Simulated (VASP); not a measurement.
Input of a VASP 6.6.1 run:

File POSCAR:

```
BP
1.0
    2.2682571427      2.2682571427      0.0000000000
   -2.2682571427      2.2682571427      0.0000000000
    0.0000000000      2.2682571427      2.2682571427
B P
1 1
Direct
    0.0000000000      0.0000000000      0.0000000000
    0.7500000000      0.2500000000      0.5000000000
```

File INCAR.step1:

```
PREC = Accurate
ENCUT = 550
ISMEAR = 0
SIGMA = 0.01
LREAL = False
LASPH = True
NELM = 120
NBANDS = 11
GGA = PE
ALGO = Normal
EDIFF = 1E-5
LWAVE = True
LCHARG = False
GGA_COMPAT = False
```

File INCAR.step2:

```
PREC = Accurate
ENCUT = 550
EDIFF = 1E-6
ISMEAR = 0
SIGMA = 0.01
LREAL = False
LASPH = True
NELM = 120
ALGO = Normal
ISIF = 2
LWAVE = False
LCHARG = True
METAGGA = R2SCAN
LMIXTAU = True
LELF = True
LVHAR = True
NBANDS = 11
ISTART = 1
GGA_COMPAT = False
```

The input KPOINTS:

```
Automatic mesh
0
Gamma
  8 8 8
```

Potentials or basis: VASP PAW PBE potentials, release 64 (B, P).

Launch:

```sh
$ cat potpaw_PBE.64/B/POTCAR potpaw_PBE.64/P/POTCAR > POTCAR
$ cp INCAR.step1 INCAR
$ mpirun -np 1 vasp_std > vasp.out
$ cp INCAR.step2 INCAR
$ mpirun -np 1 vasp_std > vasp.out
```

Problem. What does it give for the pressure?

Solution. -0.5 GPa.

Problem. What does it give for the band gap on the k mesh?

Solution. 1.48 eV, indirect (least direct gap 3.64 eV).

Caveat: the PAW data sets were made with another functional, which shifts forces and pressure a little. r2SCAN opens gaps a little over a GGA but as a rule still falls short of measured ones.
